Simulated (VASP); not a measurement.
Set up this calculation in VASP 6.6.1, as the native input.

* Task: single point
* Functional: LDA
* Potentials or basis: VASP PAW LDA potentials, release 64 (Pb_d)
* Cutoff: 520 eV
* k mesh: 14 × 14 × 8
* Occupations: fermi-dirac, width 0.05 eV
* Spin: no spin polarisation
* Dipole correction: no
* Further INCAR settings: ALGO = Normal; EDIFF = 1e-06; NBANDS = 21

The structure of Pb lies in POSCAR:

```
Pb
1.0
    3.4176055487      0.0000000000      0.0000000000
   -1.7088027744      2.9597332253      0.0000000000
    0.0000000000      0.0000000000      5.7026076494
Pb
2
Direct
    0.3333333333      0.6666666667      0.2500000000
    0.6666666667      0.3333333333      0.7500000000
```

This isn't the form of Pb at room conditions, which is fcc.

The input as run:

INCAR

```
PREC = Accurate
ENCUT = 520
EDIFF = 1E-6
ISMEAR = -1
SIGMA = 0.05
LREAL = False
LASPH = True
NELM = 100
ALGO = Normal
ISIF = 2
LWAVE = False
LCHARG = False
NBANDS = 21
```

KPOINTS

```
Automatic mesh
0
Gamma
  14 14 8
```

Potentials or basis: VASP PAW LDA potentials, release 64 (Pb_d).

Launch:

```sh
$ cat potpaw_LDA.64/Pb_d/POTCAR > POTCAR
$ mpirun -np 1 vasp_std > vasp.out
```

Results of the run:

```json
{"Pressure": "0.0 GPa", "Band gap on the k mesh": "zero (bands 14 and 15 overlap by 7.91 eV)"}
```

Caveat: spin-orbit coupling is left out, which moves the levels of the heavy elements.

Wall time 60 s on 1 thread of Intel(R) Xeon(R) 6975P-C (Granite Rapids), on a shared host, peak memory 0.23 GiB.
